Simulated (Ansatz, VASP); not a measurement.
# Two plane-wave programs on Cd

The input INCAR:

```
PREC = Accurate ; ENCUT = 520
EDIFF = 1E-6 ; ISMEAR = 0
SIGMA = 0.15 ; LREAL = False
LASPH = True ; NELM = 80
ALGO = Fast ; ISIF = 2
LWAVE = False ; LCHARG = False
GGA = PE ; NBANDS = 19
```

Contents of KPOINTS:

```
regular mesh
0
Gamma
  12 10 8
```

File POSCAR:

```
Cd
1.0
   -1.6214924377     -0.9200536552     -2.4379204376
   -1.6892823344      3.0005785386     -0.0490097412
    3.1617787464      1.9162249575     -2.4122064884
Cd
2
Direct
    0.5102584120      0.5117323331      0.5057250021
   -0.0102584120     -0.0117323331     -0.0057250021
```

Input for Ansatz:

```yaml
crystal:
  lattice:
    - [-1.6214924377, -0.9200536552, -2.4379204376]
    - [-1.6892823344, 3.0005785386, -0.0490097412]
    - [3.1617787464, 1.9162249575, -2.4122064884]
  atoms:
    - { symbol: Cd, position: [0.510258412, 0.5117323331, 0.5057250021] }
    - { symbol: Cd, position: [-0.010258412, -0.0117323331, -0.0057250021] }
basis:
  ecutwfc: 420
kpoints:
  mp_grid: { grid: [12, 10, 8] }
hamiltonian:
  xc: pbe
scf:
  occupations: { method: gaussian, width: 0.15 }
output:
  forces: true
  stress: true
  eigenvalues: true
```

Change from the starting cell: all atoms moved at random, sigma 0.1 Å a component, cell strained at random, sigma 0.03.

Alike in both runs: task single point; functional PBE; k mesh 12 × 10 × 8; occupations gaussian, width 0.15 eV; no spin polarisation.

|  | VASP | Ansatz |
| --- | --- | --- |
| version | VASP 6.6.1 | Ansatz 0.2.0 |
| potentials or method | VASP PAW PBE potentials, release 64 (Cd), cutoff 520 eV | scalar-relativistic, plane waves, PAW |
| valence electrons in the cell | 24 | 40 |

Ansatz gave:

| Quantity | Value |
| --- | --- |
| gap on the k mesh at the Fermi level (eV) | none |
| pressure (GPa) | -0.3 |
| traceless stress, the component that is largest in VASP (GPa) | -0.68 |
| rms of the force components (eV/Å) | 0.089 |

**Question.** Estimate VASP's values.

**Answer.** gap on the k mesh at the Fermi level (eV): none; pressure (GPa): 0.0; traceless stress, the component that is largest in VASP (GPa): -0.67; rms of the force components (eV/Å): 0.091.

Atom by atom the forces differ by 0.003 eV/Å (rms over components). A gap of «none» marks a metal or a gap that the smearing closes. VASP's potentials hold 24 valence electrons a cell and Ansatz's 40, so a difference there can come from the potentials and not from the codes.
